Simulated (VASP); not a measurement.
Write the native input for VASP 6.6.1 that does the following.

```yaml
Task: single point
Functional: LDA
Potentials_or_basis: VASP PAW LDA potentials, release 64 (Sr_sv, Sn_d, Pd)
Cutoff: 520 eV
k_mesh: 10 × 10 × 10
Occupations: gaussian, width 0.1 eV
Spin: no spin polarisation
Dipole_correction: no
Further_INCAR_settings: ALGO = Fast; EDIFF = 1e-06; NBANDS = 39
```

The structure of SrSn3Pd lies in POSCAR:

```
SrSn3Pd
1.0
   -2.3778464748      2.3778464748      5.5142650849
    2.3778464748     -2.3778464748      5.5142650849
    2.3778464748      2.3778464748     -5.5142650849
Sr Sn Pd
1 3 1
Direct
   -0.0053541793     -0.0053541793      0.0000000000
    0.7457390322      0.2457390322      0.5000000000
    0.2457390322      0.7457390322      0.5000000000
    0.4114671915      0.4114671915      0.0000000000
    0.6434089232      0.6434089232      0.0000000000
```

One way to write it, as run:

INCAR

```
ALGO = Fast ; EDIFF = 1E-6
ENCUT = 520 ; GGA = CA
ISIF = 2 ; ISMEAR = 0
LASPH = T ; LCHARG = F
LREAL = F ; LWAVE = F
NBANDS = 39 ; NELM = 100
PREC = Accurate ; SIGMA = 0.1
```

KPOINTS

```
k-points
0
Gamma
  10 10 10
```

Potentials or basis: VASP PAW LDA potentials, release 64 (Sr_sv, Sn_d, Pd).

Run with:

```sh
$ cat potpaw_LDA.64/Sr_sv/POTCAR potpaw_LDA.64/Sn_d/POTCAR potpaw_LDA.64/Pd/POTCAR > POTCAR
$ mpirun -np 1 vasp_std > vasp.out
```

Results of the run:

```yaml
Pressure: 0.2 GPa
Largest_force: 0.013 eV/Å
Band_gap_on_the_k_mesh: zero (bands 31 and 32 overlap by 1.61 eV)
```

Caveat: spin-orbit coupling is left out, which moves the levels of the heavy elements.

Wall time 20 min on 1 thread of AMD EPYC 9R45 96-Core Processor (Zen 5) (shared host), peak memory 0.57 GiB.
